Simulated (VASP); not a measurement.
Input of a VASP 6.6.1 run:

File INCAR:

```
SYSTEM = Hf
PREC = Accurate
ENCUT = 520
EDIFF = 1E-7
ISMEAR = -1
SIGMA = 0.05
LREAL = .FALSE.
LASPH = .TRUE.
NELM = 80
ALGO = Normal
ISIF = 2
LWAVE = .FALSE.
LCHARG = .FALSE.
GGA = PS
NBANDS = 17
```

The input KPOINTS:

```
Automatic mesh
0
G
  13 13 7
  0 0 0
```

Contents of POSCAR:

```
Hf
1.0
    3.2073188631      0.0000000000      0.0000000000
   -1.6036594315      2.7776196135      0.0000000000
    0.0000000000      0.0000000000      5.0746034457
Hf
2
Direct
    0.3333333333      0.6666666667      0.2500000000
    0.6666666667      0.3333333333      0.7500000000
```

Potentials or basis: VASP PAW PBE potentials, release 64 (Hf_pv).

Command:

```sh
$ cat potpaw_PBE.64/Hf_pv/POTCAR > POTCAR
$ mpirun -np 1 vasp_std > vasp.out
```

(1) Predict the pressure.

(2) Estimate the band gap on the k mesh.

## Answers

(1) -5.1 GPa.

(2) zero (band 10 reaches 5.85 eV, above the bottom of band 11 at 4.30 eV).

Caveat: the PAW data sets were made with another functional, which shifts forces and pressure a little; spin-orbit coupling is left out, which moves the levels of the heavy elements.
